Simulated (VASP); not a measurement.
# O (R-3m) in VASP: a series of runs

Runs on O. Level: PBE+D3(BJ). Tasks: single point.

Everything below comes from runs of VASP 6.6.1. Logs are shortened: lines on timing, memory, paths and dates and some standing lists are left out, and cuts for length are marked.

## (1) The cell of the first run

The structure is trigonal, space group R-3m (No. 166). Conventional cell: a = 2.504 Å, b = 2.504 Å, c = 12.195 Å, α = 90.00°, β = 90.00°, γ = 120.00°. O (site symmetry 3m) has 1 O at 1.21 Å within 1.6 Å.

## (2) Single point, PBE+D3(BJ)

INCAR

```
ALGO = Normal
EDIFF = 1E-6
ENCUT = 600
GGA = PE
GGA_COMPAT = F
ISIF = 2
ISMEAR = 0
IVDW = 12
LASPH = T
LCHARG = T
LELF = T
LREAL = F
LVHAR = T
LWAVE = F
NBANDS = 13
NELM = 120
PREC = Accurate
SIGMA = 0.1
```

KPOINTS

```
k-points
0
Gamma
  9 9 9
```

POSCAR

```
O
1.0
    1.2518338587      0.7227466153      4.0649992057
   -1.2518338587      0.7227466153      4.0649992057
    0.0000000000     -1.4454932306      4.0649992057
O
2
Direct
    0.0497249353      0.0497249353      0.0497249353
    0.9502750647      0.9502750647      0.9502750647
```

Potentials or basis: VASP PAW PBE potentials, release 64 (O).

On the command line:

```bash
$ cat potpaw_PBE.64/O/POTCAR > POTCAR
$ mpirun -np 1 vasp_std > vasp.out
```

OUTCAR:

```text
EDIFF = 1E-6
   ENCUT = 600
   GGA = PE
   ISIF = 2
   ISMEAR = 0
   IVDW = 12
   LASPH = T
   LREAL = F
   NELM = 120
   PREC = Accurate
 IVDW          = 12

 ion  position               nearest neighbor table
   1  0.050  0.050  0.050-   2 1.21
   2  0.950  0.950  0.950-   1 1.21

  LATTYP: Found a trigonal (rhomboedric) cell.
 ALAT       =     4.3143561770
 COS(alpha) =     0.8316196564

  Lattice vectors:

 A1 = (   1.2518338587,   0.7227466153,   4.0649992057)
 A2 = (  -1.2518338587,   0.7227466153,   4.0649992057)
 A3 = (   0.0000000000,  -1.4454932306,   4.0649992057)

Analysis of symmetry for initial positions (statically):
=====================================================================
 Subroutine PRICEL returns:
 Original cell was already a primitive cell.

 Routine SETGRP: Setting up the symmetry group for a
 trigonal (rhombohedral) supercell.

 Subroutine GETGRP returns: Found 12 space group operations
 (whereof 12 operations were pure point group operations)
 out of a pool of 12 trial point group operations.

The static configuration has the point symmetry D_3d.

Analysis of symmetry for dynamics (positions and initial velocities):
=====================================================================
 Subroutine PRICEL returns:
 Original cell was already a primitive cell.

 Routine SETGRP: Setting up the symmetry group for a
 trigonal (rhombohedral) supercell.

 Subroutine GETGRP returns: Found 12 space group operations
 (whereof 12 operations were pure point group operations)
 out of a pool of 12 trial point group operations.

The dynamic configuration has the point symmetry D_3d.

 Subroutine INISYM returns: Found 12 space group operations
 (whereof 12 operations are pure point group operations),
 and found     1 'primitive' translations

----------------------------------------------------------------------------------------

                                     Primitive cell

  volume of cell :      22.0671

  direct lattice vectors                    reciprocal lattice vectors
     1.251833859  0.722746615  4.064999206     0.399414025  0.230601795  0.082000836
    -1.251833859  0.722746615  4.064999206    -0.399414025  0.230601795  0.082000836
     0.000000000 -1.445493231  4.064999206     0.000000000 -0.461203590  0.082000836

  length of vectors
     4.314356177  4.314356177  4.314356177     0.468436643  0.468436643  0.468436643

  position of ions in fractional coordinates (direct lattice)
     0.049724935  0.049724935  0.049724935
     0.950275065  0.950275065  0.950275065

  ion indices of the primitive-cell ions
   primitive index   ion index
                 1           1
                 2           2

----------------------------------------------------------------------------------------

 KPOINTS: k-points

Automatic generation of k-mesh.
 Grid dimensions read from file:
 generate k-points for:    9    9    9

 Generating k-lattice:

  Cartesian coordinates                     Fractional coordinates (reciprocal lattice)
     0.044379336  0.025622422  0.009111204     0.111111111  0.000000000 -0.000000000
    -0.044379336  0.025622422  0.009111204     0.000000000  0.111111111 -0.000000000
     0.000000000 -0.051244843  0.009111204    -0.000000000 -0.000000000  0.111111111

  Length of vectors
     0.052048516  0.052048516  0.052048516

  Shift w.r.t. Gamma in fractional coordinates (k-lattice)
     0.000000000  0.000000000  0.000000000

 Subroutine IBZKPT returns following result:
 ===========================================

 Found     85 irreducible k-points:

 Following reciprocal coordinates:
            Coordinates               Weight
  0.000000  0.000000  0.000000      1.000000
  0.111111 -0.000000 -0.000000      6.000000
  0.222222  0.000000 -0.000000      6.000000
  0.333333  0.000000 -0.000000      6.000000
  0.444444  0.000000 -0.000000      6.000000
  0.111111  0.111111 -0.000000      6.000000
[... 16 lines left out ...]
 -0.333333  0.333333  0.000000      6.000000
  0.444444  0.444444 -0.000000      6.000000
 [... further k-points ...]
   k-points           NKPTS =     85   k-points in BZ     NKDIM =     85   number of bands    NBANDS=     13
   number of dos      NEDOS =    301   number of ions     NIONS =      2
   total plane-waves  NPLWV =  46656
   dimension x,y,z NGX =    36 NGY =   36 NGZ =   36
   dimension x,y,z NGXF=    72 NGYF=   72 NGZF=   72
   ions per type =               2
   NGX,Y,Z   is equivalent  to a cutoff of  13.87, 13.87, 13.87 a.u.
   NGXF,Y,Z  is equivalent  to a cutoff of  27.74, 27.74, 27.74 a.u.
 SYSTEM =  unknown system
   PREC   = accura    normal or accurate (medium, high low for compatibility)
   ISTART =      0    job   : 0-new  1-cont  2-samecut
   ICHARG =      2    charge: 1-file 2-atom 10-const
   ISPIN  =      1    spin polarized calculation?
   LNONCOLLINEAR =      F non collinear calculations
   LSORBIT =      F    spin-orbit coupling
   LASPH  =      T    aspherical Exc in radial PAW
   ENCUT  =  600.0 eV  44.10 Ry    6.64 a.u.   8.62  8.62  8.62*2*pi/ulx,y,z
   NELM   =    120;   NELMIN=  2; NELMDL= -5     # of ELM steps
   EDIFF  = 0.1E-05   stopping-criterion for ELM
   LREAL  =      F    real-space projection
   EDIFFG = 0.1E-04   stopping-criterion for IOM
   NSW    =      0    number of steps for IOM
   IBRION =     -1    ionic relax: 0-MD 1-quasi-New 2-CG
   NFREE  =      0    steps in history (QN), initial steepest desc. (CG)
   ISIF   =      2    stress and relaxation
   ISYM   =      2    0-nonsym 1-usesym 2-fastsym
   POTIM  = 0.5000    time-step for ionic-motion
   TEBEG  =    0.0;   TEEND  =   0.0 temperature during run
   PSTRESS=    0.0 pullay stress
   NELECT =      12.0000    total number of electrons
   NUPDOWN=      -1.0000    fix difference up-down
   EMIN   =  10.00;   EMAX   =-10.00  energy-range for DOS
   EFERMI =   0.00;   METHOD = LEGACY
   ISMEAR =     0;   SIGMA  =   0.10  broadening in eV -4-tet -1-fermi 0-gaus
   EFERMI_NEDOS =   21; number of points for ismear=-14 and -15
   IALGO  =     38    algorithm
   IMIX   =      4    mixing-type and parameters
     AMIX     =   0.40;   BMIX     =  1.00
     AMIX_MAG =   1.60;   BMIX_MAG =  1.00
  volume/ion in A,a.u.               =      11.03        74.46
  Fermi-wavevector in a.u.,A,eV,Ry     =   1.336248  2.525143 24.294003  1.785559
  Thomas-Fermi vector in A             =   2.464889
   LORBIT       =      0    0 simple, 1 ext, 2 COOP (PROOUT), +10 PAW based schemes
   GGA     = PE    functional components
   LHFCALC =     F    Hartree Fock is set to
   AEXX    =    0.0000 exact exchange contribution
   IVDW    =    12    specifies the selected vdW correction
   LEPSILON=     F    determine dielectric tensor
   LRPA    =     F    only Hartree local field effects (RPA)
 non-spin polarized calculation
 Gauss-broadening in eV      SIGMA  =   0.10
  energy-cutoff  :      600.00
  volume of cell :       22.07
 maximum number of plane-waves:       750
   NGX = 17   NGY = 17   NGZ = 17

 number of electron      12.0000000 magnetization

 Free energy of the ion-electron system (eV)
  ---------------------------------------------------
  ext. energy  EPLUGINS =         0.00000000
  ---------------------------------------------------
  free energy    TOTEN  =        -9.64666202 eV

  energy without entropy =       -9.64412801  energy(sigma->0) =       -9.64539502

 E-fermi :   0.7294     XC(G=0):  -9.5175

 val. band max:        0.7015286939   @ k =   0.3333   0.1111   0.1111
 cond. band min:       0.9071332639   @ k =  -0.2222   0.2222   0.0000
 fundamental gap:      0.2056045700
 Fermi energy:         0.7293819681

 k-point     1 :       0.0000    0.0000    0.0000
  band No.  band energies     occupation
      1     -27.0368      2.00000
      2     -14.2916      2.00000
      3      -8.0873      2.00000
      4      -4.4102      2.00000
      5      -4.4102      2.00000
      6       2.0632      0.00000
      7       2.0632      0.00000
      8      10.5825      0.00000
      9      11.0183      0.00000
     10      12.7212      0.00000
     11      19.3146      0.00000
     12      25.8807      0.00000
     13      25.8807      0.00000

 k-point     2 :       0.1111   -0.0000   -0.0000
  band No.  band energies     occupation
      1     -26.9312      2.00000
      2     -14.1596      2.00000
      3      -8.0120      2.00000
      4      -4.8665      2.00000
      5      -4.5146      2.00000
      6       1.6684      0.00000
      7       1.9796      0.00000
      8      10.5234      0.00000
      9      11.3524      0.00000
     10      13.3792      0.00000
     11      19.6861      0.00000
     12      23.3464      0.00000
     13      26.5801      0.00000

 k-point     3 :       0.2222    0.0000   -0.0000
  band No.  band energies     occupation
      1     -26.6527      2.00000
      2     -13.8039      2.00000
      3      -7.8969      2.00000
      4      -5.8433      2.00000
      5      -4.7710      2.00000
      6       0.6921      1.40237
      7       1.7728      0.00000
      8      10.5149      0.00000
      9      12.0976      0.00000
     10      14.9557      0.00000
     11      20.1183      0.00000
     12      20.8969      0.00000
     13      24.7665      0.00000

 k-point     4 :       0.3333    0.0000   -0.0000
  band No.  band energies     occupation
      1     -26.3153      2.00000
      2     -13.3539      2.00000
      3      -8.1292      2.00000
      4      -6.4670      2.00000
      5      -5.0496      2.00000
      6      -0.3995      2.00000
      7       1.5451      0.00000
      8      10.6491      0.00000
      9      13.0644      0.00000
     10      16.0136      0.00000
     11      18.8538      0.00000
     12      21.2665      0.00000
     13      22.2736      0.00000

 k-point     5 :       0.4444    0.0000   -0.0000
  band No.  band energies     occupation
      1     -26.0814      2.00000
      2     -13.0264      2.00000
      3      -8.5867      2.00000
      4      -6.5202      2.00000
      5      -5.2246      2.00000
      6      -1.1149      2.00000
      7       1.4006      0.00000
      8      10.7965      0.00000
      9      14.2699      0.00000
     10      15.4506      0.00000
     11      17.9363      0.00000
     12      21.1687      0.00000
     13      22.3835      0.00000
[... 257 lines left out ...]
 k-point    22 :      -0.4444    0.3333    0.0000
  band No.  band energies     occupation
      1     -25.9784      2.00000
      2     -12.9603      2.00000
      3      -8.0473      2.00000
      4      -6.5101      2.00000
      5      -6.1726      2.00000
      6      -0.8657      2.00000
      7       0.5451      1.99086
      8      10.4577      0.00000
      9      15.6209      0.00000
     10      17.2027      0.00000
     11      18.1966      0.00000
     12      20.2749      0.00000
     13      21.8020      0.00000

 k-point    23 :      -0.3333    0.3333    0.0000
  band No.  band energies     occupation
      1     -25.9175      2.00000
      2     -12.8348      2.00000
      3      -7.4555      2.00000
      4      -7.4102      2.00000
      5      -6.2097      2.00000
      6      -0.3663      2.00000
      7      -0.2275      2.00000
      8      10.8054      0.00000
      9      15.8761      0.00000
     10      17.8581      0.00000
     11      17.9187      0.00000
     12      20.3145      0.00000
     13      20.6340      0.00000

 k-point    24 :       0.4444    0.4444   -0.0000
  band No.  band energies     occupation
      1     -26.0761      2.00000
      2     -13.1336      2.00000
      3      -8.5323      2.00000
      4      -6.2864      2.00000
      5      -5.2562      2.00000
      6      -1.3039      2.00000
      7       1.4908      0.00000
      8      10.1070      0.00000
      9      14.7392      0.00000
     10      15.8634      0.00000
     11      17.7295      0.00000
     12      20.8753      0.00000
     13      23.6836      0.00000

 [... further k-points ...]

------------------------ aborting loop because EDIFF is reached ----------------------------------------

 Edisp (eV)   -0.14936

 E8    (eV) :    -0.0359

  FORCE on cell =-STRESS in cart. coord.  units (eV):
  Direction    XX          YY          ZZ          XY          YZ          ZX
  --------------------------------------------------------------------------------------
  -------------------------------------------------------------------------------------
  Total      -0.03562    -0.03562     1.43229    -0.00000     0.00000     0.00000
  in kB      -2.58607    -2.58607   103.99146    -0.00000     0.00000     0.00000
  external pressure =       32.94 kB  Pullay stress =        0.00 kB

 VOLUME and BASIS-vectors are now :
 -----------------------------------------------------------------------------
  energy-cutoff  :      600.00
  volume of cell :       22.07
      direct lattice vectors                 reciprocal lattice vectors
     1.251833859  0.722746615  4.064999206     0.399414025  0.230601795  0.082000836
    -1.251833859  0.722746615  4.064999206    -0.399414025  0.230601795  0.082000836
     0.000000000 -1.445493231  4.064999206     0.000000000 -0.461203590  0.082000836

 POSITION                                       TOTAL-FORCE (eV/Angst)
 -----------------------------------------------------------------------------------
      0.00000      0.00000      0.60640         0.000000      0.000000      1.209658
      0.00000      0.00000     11.58860         0.000000      0.000000     -1.209658
 -----------------------------------------------------------------------------------
    total drift:                                0.000000      0.000000     -0.000000

  FREE ENERGIE OF THE ION-ELECTRON SYSTEM (eV)
  ---------------------------------------------------
  free  energy   TOTEN  =        -9.7960221663 eV

  energy  without entropy=       -9.7934881551  energy(sigma->0) =       -9.79475516
```

Wall time 56 s (1 thread of AMD EPYC 7R43 (Zen 3), shared host); peak memory 0.17 GiB.

What came out:

```yaml
Free_energy: -9.7960 eV
Pressure: 3.3 GPa
Largest_force: 1.210 eV/Å
Band_gap_on_the_k_mesh: zero (bands 6 and 7 overlap by 2.32 eV)
Dispersion_energy_per_atom: -0.075 eV
```

Forces in eV/Å, atoms in the order of the input:
```
O    0.000  0.000  1.210
O    0.000  0.000 -1.210
```

Levels at points of the mesh, in eV from the Fermi level:
```csv
k point,band 3,band 4,band 5,band 6,band 7,band 8,band 9,band 10
"(0.00, 0.00, 0.00)",-8.82,-5.14,-5.14,1.33,1.33,9.85,10.29,11.99
```

Caveat: the standard files for N, O and F lose accuracy on very short bonds; spin is off for a triplet molecule; the cell stands under pressure; forces of over 1 eV/Å act on the atoms, so gaps and moduli don't describe the material at rest.

## (3) Single point, PBE+D3(BJ)

This run uses another cell than the first one, of 11.96 Å³/atom.

INCAR

```
PREC = Accurate
ENCUT = 600
EDIFF = 1E-6
ISMEAR = 0
SIGMA = 0.1
LREAL = False
LASPH = True
NELM = 120
ALGO = Normal
ISIF = 2
LWAVE = False
LCHARG = False
GGA = PE
IVDW = 12
NBANDS = 13
GGA_COMPAT = False
```

KPOINTS

```
Automatic mesh
0
Gamma
  9 9 9
```

POSCAR

```
O
1.0
    1.4233490221      0.8217709410      3.4083000000
   -1.4233490221      0.8217709410      3.4083000000
    0.0000000000     -1.6435418821      3.4083000000
O
2
Direct
    0.0577000000      0.0577000000      0.0577000000
    0.9423000000      0.9423000000      0.9423000000
```

Potentials or basis: VASP PAW PBE potentials, release 64 (O).

On the command line:

```bash
$ cat potpaw_PBE.64/O/POTCAR > POTCAR
$ mpirun -np 1 vasp_std > vasp.out
```

It took 34 s on 1 thread of AMD EPYC 7R43 (Zen 3), shared host; peak memory 0.15 GiB.

It converged, with:

- Free energy: -9.4411 eV
- Pressure: 8.3 GPa
- Largest force: 4.273 eV/Å
- Band gap on the k mesh: zero (bands 6 and 7 overlap by 1.13 eV)
- Dispersion energy per atom: -0.070 eV

Forces in eV/Å, atoms in the order of the input:
```
O    0.000  0.000  4.273
O    0.000  0.000 -4.273
```

Stress tensor (GPa, compression positive):
```
-7.03  0.00  0.00
 0.00 -7.03  0.00
 0.00  0.00 39.06
```

Levels at points of the mesh, in eV from the Fermi level:
| k point | band 3 | band 4 | band 5 | band 6 | band 7 | band 8 | band 9 | band 10 |
| --- | --- | --- | --- | --- | --- | --- | --- | --- |
| (0.00, 0.00, 0.00) | -9.16 | -6.60 | -6.60 | 0.55 | 0.55 | 8.28 | 11.71 | 15.02 |

Caveat: the standard files for N, O and F lose accuracy on very short bonds; spin is off for a triplet molecule; the cell stands under pressure; forces of over 1 eV/Å act on the atoms, so gaps and moduli don't describe the material at rest.
